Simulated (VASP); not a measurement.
A run of VASP 6.6.1 is set up as follows.

INCAR

```
SYSTEM = CSO4
PREC     = Accurate       ! precision mode
ENCUT    = 910            ! plane-wave cutoff, eV
EDIFF    = 1E-6           ! SCF threshold, eV
ISMEAR   = -1             ! smearing method
SIGMA    = 0.02           ! smearing width, eV
LREAL    = Auto         
LASPH    = .TRUE.         ! aspherical terms in the spheres
NELM     = 120            ! most SCF steps
ALGO     = Normal         ! electronic algorithm
ISIF     = 2              ! what is computed and relaxed
LWAVE    = .FALSE.        ! write WAVECAR
LCHARG   = .FALSE.        ! write CHGCAR
GGA      = PE             ! functional
NBANDS   = 126            ! bands
GGA_COMPAT= .FALSE.
```

KPOINTS

```
Automatic mesh
0
G
  1 1 1
  0 0 0
```

POSCAR

```
CSO4
1.0
    9.4353880000      0.0000000000      0.0000000000
    0.0000000000      9.4353880000      0.0000000000
    0.0000000000      0.0000000000      9.4353880000
C O S
6 24 6
Direct
    0.0452339639      0.2099754668      0.8357790904
    0.3833970580     -0.0238675929      0.8704888448
    0.3984467835      0.5193851064      0.7917215487
    0.7827341070      0.5268039852      0.6747152316
    0.5625311858      0.1370902818      0.2015497402
    0.8152499929      0.4042970994      0.2081843375
    0.1027832666      0.3202623994      0.8354505400
   -0.0166924773      0.1023275354      0.8333838524
    0.3276706798      0.0547937191      0.7930675453
    0.4247944017     -0.0924286314      0.9654928870
    0.4496900392      0.4120445285      0.8336276155
    0.3415333847      0.6160848923      0.7383798101
    0.6856103851      0.5806014549      0.6193597974
    0.8955964503      0.4801710327      0.7028539791
    0.6196565525      0.0450749879      0.2631476310
    0.5180285114      0.2411135610      0.1463850771
    0.7404676946      0.4301571912      0.3025100823
    0.8825498220      0.3725019045      0.1139327816
    0.5380912793      0.7281205606      0.2300488332
    0.4243386705      0.8009951472      0.4610303254
    0.1264388915      0.9821853643      0.1477416721
   -0.0411535805      1.0273981314      0.3516654535
    0.7926542078      0.1991015102      0.6150038557
    0.6286227975      0.0069737461      0.6944176540
    0.1427074329      0.5487956616      0.2290101901
    0.2218244761      0.3054140434      0.1530832648
    0.6937075614      0.6816995761     -0.0561291173
    0.8539341466      0.7334939485      0.1371008802
    0.4049965937      0.3292922347      0.4441894705
    0.2886897709      0.0959790949      0.4829478131
    0.4713107717      0.6938983325      0.3656341424
    0.0759269253      0.9451863559      0.2935014437
    0.7393230676      0.0552600487      0.5983855672
    0.1928696520      0.4525304100      0.1174938434
    0.7500168515      0.7911492352      0.0360239558
    0.2756007490      0.2489139821      0.4592815897
```

Potentials or basis: VASP PAW PBE potentials, release 64 (C_h, O_h, S).

Command:

```bash
$ cat potpaw_PBE.64/C_h/POTCAR potpaw_PBE.64/O_h/POTCAR potpaw_PBE.64/S/POTCAR > POTCAR
$ mpirun -np 1 vasp_gam > vasp.out
```

Question: Estimate the largest force.

Answer: 4.250 eV/Å.

Question: Estimate the pressure.

Answer: -0.5 GPa.

Forces on the atoms (eV/Å):
```
C   -0.205  0.185 -0.123
C   -0.749  0.488  1.118
C    0.267 -1.685 -0.322
C    1.919 -0.050 -1.342
C    0.374  1.593 -0.050
C   -2.173  0.620  2.414
O    0.054 -0.533  0.055
O    0.318  0.140  0.178
O    0.163 -0.090 -0.648
O    0.501 -0.343 -0.425
O   -0.488  1.648 -0.166
O    0.242  0.062  0.491
O   -0.687 -0.090  0.677
O   -1.316  0.317  0.597
O   -0.547  0.079 -0.417
O    0.290 -1.687  0.396
O   -0.366  0.399  0.862
O    2.512 -1.002 -3.278
O   -0.410  0.156  0.731
O   -0.162  0.998  0.333
O   -0.774 -0.557  2.288
O    0.455 -0.256 -0.256
O   -0.359 -0.579 -0.184
O    0.450  0.151 -0.245
O    0.471 -0.785 -0.668
O   -0.232  0.494  0.068
O   -0.273  0.560 -0.292
O   -0.519  1.034 -0.395
O    0.086  0.072  0.061
O   -0.131  0.950 -0.337
S    0.478 -1.287 -1.004
S    0.314  0.705 -2.106
S   -0.215  0.390  0.356
S   -0.202  0.411  0.680
S    0.909 -1.632  0.622
S    0.008 -0.877  0.332
```

Caveat: the k points lie up to 0.67 Å⁻¹ apart; the cutoff is under 1.25 times the usual one of these potentials, so pressure, stress and relaxed cells hold a basis-set (Pulay) error.
